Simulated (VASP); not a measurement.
# ZrB2 (P6/mmm) in VASP: further runs, part 2 of 2

VASP 6.6.1. Earlier steps stand in the parts before.

**4. Single point, LDA**

This run uses another cell than the first one, of 9.88 Å³/atom, 1.020 times its volume.

Contents of INCAR:

```
ALGO = Normal
EDIFF = 1E-6
ENCUT = 500
GGA = CA
GGA_COMPAT = F
ISIF = 2
ISMEAR = 0
LASPH = T
LCHARG = T
LELF = T
LREAL = F
LVHAR = T
LWAVE = F
NBANDS = 16
NELM = 120
PREC = Accurate
SIGMA = 0.05
```

Contents of KPOINTS:

```
k-points
0
Gamma
  8 8 7
```

Contents of POSCAR:

```
ZrB2
1.0
    3.1333859330      0.0000000000      0.0000000000
   -1.5666929665      2.7135918178      0.0000000000
    0.0000000000      0.0000000000      3.4870524202
Zr B
1 2
Direct
    0.0000000000      0.0000000000      0.0000000000
    0.3333333333      0.6666666667      0.5000000000
    0.6666666667      0.3333333333      0.5000000000
```

Potentials or basis: VASP PAW LDA potentials, release 64 (Zr_sv, B).

Command:

```
cat potpaw_LDA.64/Zr_sv/POTCAR potpaw_LDA.64/B/POTCAR > POTCAR
mpirun -np 1 vasp_std > vasp.out
```

OUTCAR:

```text
EDIFF = 1E-6
   ENCUT = 500
   GGA = CA
   ISIF = 2
   ISMEAR = 0
   LASPH = T
   LREAL = F
   NELM = 120
   PREC = Accurate

 ion  position               nearest neighbor table
   1  0.000  0.000  0.000-   2 2.51   3 2.51   2 2.51   3 2.51   2 2.51   2 2.51   3 2.51   3 2.51
                             3 2.51   3 2.51   2 2.51   2 2.51
   2  0.333  0.667  0.500-   3 1.81   3 1.81   3 1.81   1 2.51   1 2.51   1 2.51   1 2.51   1 2.51
                             1 2.51
   3  0.667  0.333  0.500-   2 1.81   2 1.81   2 1.81   1 2.51   1 2.51   1 2.51   1 2.51   1 2.51
                             1 2.51

  LATTYP: Found a hexagonal cell.
 ALAT       =     3.1333859330
 C/A-ratio  =     1.1128703884

  Lattice vectors:

 A1 = (   3.1333859330,   0.0000000000,   0.0000000000)
 A2 = (  -1.5666929665,   2.7135918178,   0.0000000000)
 A3 = (   0.0000000000,   0.0000000000,   3.4870524202)

Analysis of symmetry for initial positions (statically):
=====================================================================
 Subroutine PRICEL returns:
 Original cell was already a primitive cell.

 Routine SETGRP: Setting up the symmetry group for a
 hexagonal supercell.

 Subroutine GETGRP returns: Found 24 space group operations
 (whereof 24 operations were pure point group operations)
 out of a pool of 24 trial point group operations.

The static configuration has the point symmetry D_6h.

Analysis of symmetry for dynamics (positions and initial velocities):
=====================================================================
 Subroutine PRICEL returns:
 Original cell was already a primitive cell.

 Routine SETGRP: Setting up the symmetry group for a
 hexagonal supercell.

 Subroutine GETGRP returns: Found 24 space group operations
 (whereof 24 operations were pure point group operations)
 out of a pool of 24 trial point group operations.

[... 114 lines left out ...]
   NUPDOWN=      -1.0000    fix difference up-down
   EMIN   =  10.00;   EMAX   =-10.00  energy-range for DOS
   EFERMI =   0.00;   METHOD = LEGACY
   ISMEAR =     0;   SIGMA  =   0.05  broadening in eV -4-tet -1-fermi 0-gaus
   EFERMI_NEDOS =   21; number of points for ismear=-14 and -15
   IALGO  =     38    algorithm
   IMIX   =      4    mixing-type and parameters
     AMIX     =   0.40;   BMIX     =  1.00
     AMIX_MAG =   1.60;   BMIX_MAG =  1.00
  volume/ion in A,a.u.               =       9.88        66.69
  Fermi-wavevector in a.u.,A,eV,Ry     =   1.386203  2.619543 26.144378  1.921558
  Thomas-Fermi vector in A             =   2.510541
   LORBIT       =      0    0 simple, 1 ext, 2 COOP (PROOUT), +10 PAW based schemes
   GGA     = CA    functional components
   LHFCALC =     F    Hartree Fock is set to
   AEXX    =    0.0000 exact exchange contribution
   IVDW    =     0    specifies the selected vdW correction
   LEPSILON=     F    determine dielectric tensor
   LRPA    =     F    only Hartree local field effects (RPA)
 non-spin polarized calculation
 Gauss-broadening in eV      SIGMA  =   0.05
  energy-cutoff  :      500.00
  volume of cell :       29.65
 maximum number of plane-waves:       769
 NGX is ok and might be reduce to    24
   NGX = 11   NGY = 11   NGZ = 13

 number of electron      18.0000000 magnetization

 Free energy of the ion-electron system (eV)
  ---------------------------------------------------
  ext. energy  EPLUGINS =         0.00000000
  ---------------------------------------------------
  free energy    TOTEN  =       -27.48020720 eV

  energy without entropy =      -27.47941253  energy(sigma->0) =      -27.47980986

 E-fermi :  11.0751     XC(G=0): -12.7559

 val. band max:       10.6656790741   @ k =   0.1250  -0.0000   0.4286
 cond. band min:      11.0934785258   @ k =   0.3750   0.1250   0.0000
 fundamental gap:      0.4277994517
 Fermi energy:        11.0751190977

 k-point     1 :       0.0000    0.0000    0.0000
  band No.  band energies     occupation
      1     -37.3522      2.00000
      2     -15.7224      2.00000
      3     -15.0945      2.00000
      4     -15.0945      2.00000
      5      -1.8521      2.00000
      6       8.1660      2.00000
[... 433 lines left out ...]
      3     -15.7725      2.00000
      4     -15.2766      2.00000
      5       0.8396      2.00000
      6       3.8372      2.00000
[... 8 lines left out ...]
     15      19.6720      0.00000
     16      22.6603      0.00000

 [... further k-points ...]
[... 5 lines left out ...]
  --------------------------------------------------------------------------------------
  -------------------------------------------------------------------------------------
  Total        0.0973592      0.0973592      0.1109355      0.0000000      0.0000000      0.0000000
  in kB        5.2610315      5.2610315      5.9946537      0.0000000      0.0000000      0.0000000
  external PRESSURE =       5.5055722 kB  Pullay stress =       0.0000000 kB

 VOLUME and BASIS-vectors are now :
 -----------------------------------------------------------------------------
  energy-cutoff  :      500.00
  volume of cell :       29.65
      direct lattice vectors                 reciprocal lattice vectors
     3.133385933  0.000000000  0.000000000     0.319143579  0.184257631  0.000000000
    -1.566692967  2.713591818  0.000000000     0.000000000  0.368515262  0.000000000
     0.000000000  0.000000000  3.487052420     0.000000000  0.000000000  0.286775155

 POSITION                                       TOTAL-FORCE (eV/Angst)
 -----------------------------------------------------------------------------------
      0.00000      0.00000      0.00000         0.000000      0.000000      0.000000
     -0.00000      1.80906      1.74353        -0.000000      0.000000      0.000000
      1.56669      0.90453      1.74353         0.000000      0.000000      0.000000
 -----------------------------------------------------------------------------------
    total drift:                               -0.000000      0.000000      0.000000

  FREE ENERGIE OF THE ION-ELECTRON SYSTEM (eV)
  ---------------------------------------------------
  free  energy   TOTEN  =       -27.4802072006 eV

  energy  without entropy=      -27.4794125289  energy(sigma->0) =      -27.47980986
```

Wall time 6.9 s (1 thread of Intel Xeon 6975P-C (Granite Rapids), shared host); peak memory 0.13 GiB.

Results:

```yaml
Free_energy: -27.4802 eV
Pressure: 0.6 GPa
Band_gap_on_the_k_mesh: zero (band 9 reaches 11.33 eV, above the bottom of band 10 at 11.09 eV)
```

**5. Single point, LDA**

This run uses another cell than the first one, of 10.08 Å³/atom, 1.041 times its volume.

Contents of INCAR:

```
SYSTEM = ZrB2
PREC = Accurate ; ENCUT = 500
EDIFF = 1E-6 ; ISMEAR = 0
SIGMA = 0.05 ; LREAL = .FALSE.
LASPH = .TRUE. ; NELM = 120
ALGO = Normal ; ISIF = 2
LWAVE = .FALSE. ; LCHARG = .FALSE.
NBANDS = 16 ; GGA_COMPAT = .FALSE.
```

Contents of KPOINTS:

```
Automatic mesh
0
G
  8 8 6
  0 0 0
```

Contents of POSCAR:

```
ZrB2
1.0
    3.1541374379      0.0000000000      0.0000000000
   -1.5770687190      2.7315631483      0.0000000000
    0.0000000000      0.0000000000      3.5101461556
Zr B
1 2
Direct
    0.0000000000      0.0000000000      0.0000000000
    0.3333333333      0.6666666667      0.5000000000
    0.6666666667      0.3333333333      0.5000000000
```

Command:

```
cat potpaw_LDA.64/Zr_sv/POTCAR potpaw_LDA.64/B/POTCAR > POTCAR
mpirun -np 1 vasp_std > vasp.out
```

Wall time 6.5 s (1 thread of Intel Xeon 6975P-C (Granite Rapids), shared host); peak memory 0.13 GiB.

It converged, with:

```yaml
Free_energy: -27.4733 eV
Pressure: -4.5 GPa
Band_gap_on_the_k_mesh: zero (band 9 reaches 11.40 eV, above the bottom of band 10 at 10.86 eV)
```

Stress tensor (GPa, compression positive):
```
-4.68  0.00  0.00
 0.00 -4.68  0.00
 0.00  0.00 -4.00
```

Levels at points of the mesh, in eV from the Fermi level:
| k point | band 6 | band 7 | band 8 | band 9 | band 10 | band 11 | band 12 | band 13 |
| --- | --- | --- | --- | --- | --- | --- | --- | --- |
| (0.00, 0.00, 0.00) | -2.86 | -2.86 | -2.82 | -2.47 | 3.26 | 3.26 | 4.05 | 4.05 |
| (0.50, 0.00, 0.00) | -8.53 | -4.12 | -3.24 | -2.92 | 2.09 | 2.14 | 4.82 | 4.92 |
| (0.00, 0.00, 0.50) | -7.15 | -1.16 | -1.16 | 0.12 | 0.12 | 0.58 | 0.58 | 1.67 |
| (0.50, 0.00, 0.50) | -7.08 | -4.85 | -4.36 | -2.09 | 3.61 | 4.07 | 5.21 | 6.23 |

**6. Overview**

```tsv
cell	k mesh	gap on the mesh (eV)	pressure (GPa)
a = 3.112, b = 3.112, c = 3.464 Å, angles 90.0, 90.0, 120.0°, 3 atoms	8 × 8 × 7	none	6.1
a = 3.133, b = 3.133, c = 3.487 Å, angles 90.0, 90.0, 120.0°, 3 atoms	8 × 8 × 7	none	0.6
a = 3.154, b = 3.154, c = 3.510 Å, angles 90.0, 90.0, 120.0°, 3 atoms	8 × 8 × 6	none	-4.5
```

Alike in all rows: task single point; level LDA; potentials or basis VASP PAW LDA potentials, release 64 (Zr_sv, B); no spin polarisation; cutoff (eV) 500; smearing gaussian 0.05 eV.

Total energies depend on the potentials used, so only differences within one code and one set of settings carry meaning.
